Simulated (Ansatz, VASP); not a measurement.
**Two plane-wave programs on ZnF2**

Contents of INCAR:

```
ALGO     = Normal         # electronic algorithm
EDIFF    = 1E-6           # SCF threshold, eV
ENCUT    = 600            # plane-wave cutoff, eV
GGA      = PE             # functional
GGA_COMPAT= F            
ISIF     = 2              # what is computed and relaxed
ISMEAR   = 0              # smearing method
LASPH    = T              # aspherical terms in the spheres
LCHARG   = T              # write CHGCAR
LELF     = T              # ELF
LREAL    = F              # projectors in reciprocal space
LVHAR    = T            
LWAVE    = F              # write WAVECAR
NBANDS   = 35             # bands
NELM     = 120            # most SCF steps
PREC     = Accurate       # precision mode
SIGMA    = 0.01           # smearing width, eV
```

KPOINTS

```
k-points
0
Gamma
  4 4 6
```

Contents of POSCAR:

```
ZnF2
1.0
    4.8566714872      0.0000000000      0.0000000000
    0.0000000000      4.8566714872      0.0000000000
    0.0000000000      0.0000000000      3.2349594258
Zn F
2 4
Direct
    0.0000000000      0.0000000000      0.0000000000
    0.5000000000      0.5000000000      0.5000000000
    0.3024000000      0.3024000000      0.0000000000
    0.1976000000      0.8024000000      0.5000000000
    0.6976000000      0.6976000000      0.0000000000
    0.8024000000      0.1976000000      0.5000000000
```

Input for Ansatz:

```yaml
crystal:
  lattice:
    - [4.856671487199116, 0.0, 0.0]
    - [0.0, 4.856671487199116, 0.0]
    - [0.0, 0.0, 3.2349594258171637]
  atoms:
    - { symbol: Zn, position: [0.0, 0.0, 0.0] }
    - { symbol: Zn, position: [0.5, 0.5, 0.5] }
    - { symbol: F, position: [0.3024, 0.3024, 0.0] }
    - { symbol: F, position: [0.1976, 0.8024, 0.5] }
    - { symbol: F, position: [0.6976, 0.6976, 0.0] }
    - { symbol: F, position: [0.8024, 0.1976, 0.5] }
basis:
  ecutwfc: 500.0
kpoints:
  mp_grid:
    grid: [4, 4, 6]
hamiltonian:
  xc: pbe
  pseudopotentials:
    kind: paw
scf:
  occupations:
    method: fixed
output:
  stress: true
```

Alike in both runs: task single point; functional PBE; k mesh 4 × 4 × 6; no spin polarisation.

|  | VASP | Ansatz |
| --- | --- | --- |
| version | VASP 6.6.1 | Ansatz 0.2.0 |
| potentials or method | VASP PAW PBE potentials, release 64 (Zn, F), cutoff 600 eV | plane waves, PAW |
| occupations | gaussian, width 0.01 eV | fixed |
| valence electrons in the cell | 52 | 52 |

```tsv
	VASP	Ansatz	Ansatz less VASP
pressure (GPa)	-3.9	-4.2	-0.27
traceless stress, the component that is largest in VASP (GPa)	-0.68	-0.80	-0.119
```
